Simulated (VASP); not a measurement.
Runs of VASP 6.6.1 on Si7Ge. The structure is that of space group P-43m (No. 215), or close to it. The cells are those of the table. 

| cell | gap on the mesh (eV) | pressure (GPa) | largest force (eV/Å) |
| --- | --- | --- | --- |
| a = 5.188, b = 5.188, c = 5.400 Å, 8 atoms | none | 13.0 | 0.02 |
| a = 5.220, b = 5.220, c = 5.015 Å, 8 atoms | none | 22.8 | 0.03 |
| a = 5.082, b = 5.082, c = 5.291 Å, 8 atoms | none | 22.8 | 0.03 |
| a = 5.289, b = 5.289, c = 5.506 Å, 8 atoms | 0.03 | 5.6 | 0.02 |
| a = 5.328, b = 5.328, c = 5.119 Å, 8 atoms | none | 13.0 | 0.02 |
| a = 5.736 Å, 8 atoms | (b) | (a) | 0.01 |

Alike in all rows: task single point; level PBEsol; potentials or basis VASP PAW PBE potentials, release 64 (Si, Ge_d); no spin polarisation; k mesh 8 × 8 × 8; cutoff (eV) 520; smearing gaussian 0.03 eV.

**Question.** Estimate the missing entries.

**Answer.** (a) -9.6; (b) 0.49.

Caveats: the PAW data sets were made with another functional, which shifts forces and pressure a little.

A k mesh can miss the band edges, and the runs leave out spin-orbit coupling on Ge.

A gap of «none» marks levels without a gap at the run's occupations.
